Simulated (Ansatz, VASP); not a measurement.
**Two plane-wave programs on Si7Ge**

```
Si Ge
1.0
     5.79981    0.00000    0.00000
     0.00000    5.79981    0.00000
     0.00000    0.00000    5.35207
Si Ge
7 1
Direct
  0.25260 0.25260 0.25260
  0.00000 0.50000 0.50000
  0.50000 0.50000 0.00000
  0.50000 0.00000 0.50000
  0.74740 0.25260 0.74740
  0.74740 0.74740 0.25260
  0.25260 0.74740 0.74740
  0.00000 0.00000 0.00000
```

Alike in both runs: task single point; functional PBEsol; k mesh 8 × 8 × 8; occupations gaussian, width 0.03 eV; no spin polarisation.

|  | VASP | Ansatz |
| --- | --- | --- |
| version | VASP 6.6.1 | Ansatz 0.2.0 |
| potentials or method | VASP PAW PBE potentials, release 64 (Si, Ge_d), cutoff 520 eV | scalar-relativistic, plane waves, PAW |
| valence electrons in the cell | 42 | 42 |

```tsv
	VASP	Ansatz	Ansatz less VASP
gap on the k mesh at the Fermi level (eV)	none	none	-
pressure (GPa)	-7.4	-7.5	-0.06
traceless stress, the component that is largest in VASP (GPa)	4.14	4.15	+0.002
rms of the force components (eV/Å)	0.007	0.009	+0.0021
```

VASP's potentials were made for PBE, not for PBEsol, and Ansatz warns of the same on its side. Atom by atom the forces differ by 0.003 eV/Å (rms over components). A gap of «none» marks a metal or a gap that the smearing closes.
